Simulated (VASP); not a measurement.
# Ge (I4_1/amd) in VASP: notebook, part 2 of 2

VASP 6.6.1. Earlier steps stand in the parts before.

### Step 3. Single point, PBEsol

This run uses another cell than the first one, of 18.52 Å³/atom.

INCAR

```
ALGO = Normal
EDIFF = 1E-7
ENCUT = 520
GGA = PS
ISIF = 2
ISMEAR = -1
LASPH = T
LCHARG = F
LREAL = F
LWAVE = F
NBANDS = 21
NELM = 60
PREC = Accurate
SIGMA = 0.05
```

KPOINTS

```
k-points
0
Gamma
  9 9 9
```

POSCAR

```
Ge
1.0
   -2.5744897190      2.5744897190      1.3974126432
    2.5744897190     -2.5744897190      1.3974126432
    2.5744897190      2.5744897190     -1.3974126432
Ge
2
Direct
    0.5000000000      0.5000000000      0.0000000000
    0.2500000000      0.7500000000      0.5000000000
```

Potentials or basis: VASP PAW PBE potentials, release 64 (Ge_d).

On the command line:

```console
cat potpaw_PBE.64/Ge_d/POTCAR > POTCAR
mpirun -np 1 vasp_std > vasp.out
```

It took 84 s on 1 thread of Intel Xeon 8259CL, shared host; peak memory 0.19 GiB.

It converged, with:

```
Free energy            : -9.5288 eV
Pressure               : -0.7 GPa
Band gap on the k mesh : zero (bands 14 and 15 overlap by 4.97 eV)
```

Stress tensor (GPa, compression positive):
```
-0.87  0.00  0.00
 0.00 -0.87  0.00
 0.00  0.00 -0.39
```

Levels at points of the mesh, in eV from the Fermi level:
| k point | band 11 | band 12 | band 13 | band 14 | band 15 | band 16 | band 17 | band 18 |
| --- | --- | --- | --- | --- | --- | --- | --- | --- |
| (0.00, 0.00, 0.00) | -13.34 | -4.09 | -2.36 | -2.36 | 3.22 | 7.57 | 7.57 | 8.13 |

Caveat: the PAW data sets were made with another functional, which shifts forces and pressure a little.

### Step 4. Single point, PBEsol

This run uses another cell than the first one, of 18.71 Å³/atom.

INCAR

```
SYSTEM = Ge
ALGO = Normal ; EDIFF = 1E-7
ENCUT = 520 ; GGA = PS
ISIF = 2 ; ISMEAR = -1
LASPH = .TRUE. ; LCHARG = .TRUE.
LELF = .TRUE. ; LREAL = .FALSE.
LVHAR = .TRUE. ; LWAVE = .FALSE.
NBANDS = 21 ; NELM = 100
PREC = Accurate ; SIGMA = 0.05
```

KPOINTS

```
k-points
0
G
  9 9 9
  0 0 0
```

POSCAR

```
Ge
1.0
   -2.5744897190      2.5744897190      1.4113867696
    2.5744897190     -2.5744897190      1.4113867696
    2.5744897190      2.5744897190     -1.4113867696
Ge
2
Direct
    0.5000000000      0.5000000000      0.0000000000
    0.2500000000      0.7500000000      0.5000000000
```

Potentials or basis: VASP PAW PBE potentials, release 64 (Ge_d).

On the command line:

```console
cat potpaw_PBE.64/Ge_d/POTCAR > POTCAR
mpirun -np 1 vasp_std > vasp.out
```

OUTCAR:

```text
SYSTEM = Ge
   EDIFF = 1E-7
   ENCUT = 520
   GGA = PS
   ISIF = 2
   ISMEAR = -1
   LASPH = .TRUE.
   LREAL = .FALSE.
   NELM = 100
   PREC = Accurate

 ion  position               nearest neighbor table
   1  0.500  0.500  0.000-   2 2.67   2 2.67   2 2.67   2 2.67
   2  0.250  0.750  0.500-   1 2.67   1 2.67   1 2.67   1 2.67

  LATTYP: Found a body centered tetragonal cell.
 ALAT       =     5.1489794380
 C/A-ratio  =     0.5482200062

  Lattice vectors:

 A1 = (  -2.5744897190,   2.5744897190,   1.4113867696)
[... 765 lines left out ...]

  FORCE on cell =-STRESS in cart. coord.  units (eV):
  Direction    XX          YY          ZZ          XY          YZ          ZX
  --------------------------------------------------------------------------------------
  -------------------------------------------------------------------------------------
  Total       -0.3054126     -0.3054126     -0.4039054      0.0000000      0.0000000      0.0000000
  in kB      -13.0770332    -13.0770332    -17.2942552      0.0000000      0.0000000      0.0000000
  external PRESSURE =     -14.4827739 kB  Pullay stress =       0.0000000 kB

 VOLUME and BASIS-vectors are now :
 -----------------------------------------------------------------------------
  energy-cutoff  :      520.00
  volume of cell :       37.42
      direct lattice vectors                 reciprocal lattice vectors
    -2.574489719  2.574489719  1.411386770     0.000000000  0.194213244  0.354261504
     2.574489719 -2.574489719  1.411386770     0.194213244  0.000000000  0.354261504
     2.574489719  2.574489719 -1.411386770     0.194213244  0.194213244  0.000000000

 POSITION                                       TOTAL-FORCE (eV/Angst)
 -----------------------------------------------------------------------------------
      0.00000      0.00000      1.41139         0.000000      0.000000      0.000000
      2.57449      0.00000      0.70569        -0.000000     -0.000000     -0.000000
 -----------------------------------------------------------------------------------
    total drift:                                0.000000     -0.000000      0.000000

  FREE ENERGIE OF THE ION-ELECTRON SYSTEM (eV)
  ---------------------------------------------------
  free  energy   TOTEN  =        -9.5265716564 eV

  energy  without entropy=       -9.5198568442  energy(sigma->0) =       -9.52321425
```

OSZICAR:

```text
N       E                     dE             d eps       ncg     rms          rms(c)
DAV:   1     0.175631625410E+03    0.17563E+03   -0.14133E+04  3628   0.383E+03
DAV:   2     0.141912323724E+02   -0.16144E+03   -0.15646E+03  3185   0.596E+02
DAV:   3    -0.891374363585E+01   -0.23105E+02   -0.22940E+02  3605   0.133E+02
DAV:   4    -0.956140893034E+01   -0.64767E+00   -0.64705E+00  3480   0.259E+01
DAV:   5    -0.957121104202E+01   -0.98021E-02   -0.98018E-02  3626   0.347E+00    0.214E+00
DAV:   6    -0.953910105830E+01    0.32110E-01   -0.32994E-02  4244   0.319E+00    0.117E+00
DAV:   7    -0.952708059403E+01    0.12020E-01   -0.17886E-02  4280   0.206E+00    0.137E-01
DAV:   8    -0.952656799910E+01    0.51259E-03   -0.24272E-03  3807   0.895E-01    0.441E-02
DAV:   9    -0.952657139614E+01   -0.33970E-05   -0.58902E-05  3809   0.986E-02    0.104E-02
DAV:  10    -0.952657173717E+01   -0.34103E-06   -0.32664E-06  4221   0.223E-02    0.205E-03
DAV:  11    -0.952657165635E+01    0.80821E-07   -0.87344E-08  2306   0.455E-03
   1 F= -.95265717E+01 E0= -.95232143E+01  d E =-.671481E-02
```

stdout:

```text
POSCAR found type information on POSCAR Ge
 POSCAR found :  1 types and       2 ions
 scaLAPACK will be used
 -----------------------------------------------------------------------------
|                                                                             |
|                                                                             |
|     You enforced a specific xc type in the INCAR file but a different       |
|     I HOPE YOU KNOW WHAT YOU ARE DOING!                                     |
|                                                                             |
 -----------------------------------------------------------------------------

 LDA part: xc-table for (Slater+PW92), standard interpolation
 POSCAR, INCAR and KPOINTS ok, starting setup
 FFT: planning ... GRIDC
 FFT: planning ... GRID_SOFT
 FFT: planning ... GRID
 WAVECAR not read
 entering main loop
```

It took 1.7 min on 1 thread of Intel Xeon 8259CL, shared host; peak memory 0.19 GiB.

What came out:

```
Free energy            : -9.5266 eV
Pressure               : -1.4 GPa
Band gap on the k mesh : zero (bands 14 and 15 overlap by 5.02 eV)
```

Stress tensor (GPa, compression positive):
```
-1.31  0.00  0.00
 0.00 -1.31  0.00
 0.00  0.00 -1.73
```

Caveat: the PAW data sets were made with another functional, which shifts forces and pressure a little.

### Step 5. Summary

| cell | gap on the mesh (eV) | pressure (GPa) |
| --- | --- | --- |
| a = 3.895 Å, angles 97.2, 97.2, 138.4°, 2 atoms | none | 0.0 |
| a = 3.900 Å, angles 97.4, 97.4, 138.0°, 2 atoms | none | -0.7 |
| a = 3.905 Å, angles 97.5, 97.5, 137.6°, 2 atoms | none | -1.4 |

Alike in all rows: task single point; level PBEsol; potentials or basis VASP PAW PBE potentials, release 64 (Ge_d); no spin polarisation; k mesh 9 × 9 × 9; cutoff (eV) 520; smearing fermi-dirac 0.05 eV.

Caveats: the PAW data sets were made with another functional, which shifts forces and pressure a little.

Absolute energies hang on the potentials; compare differences alone.
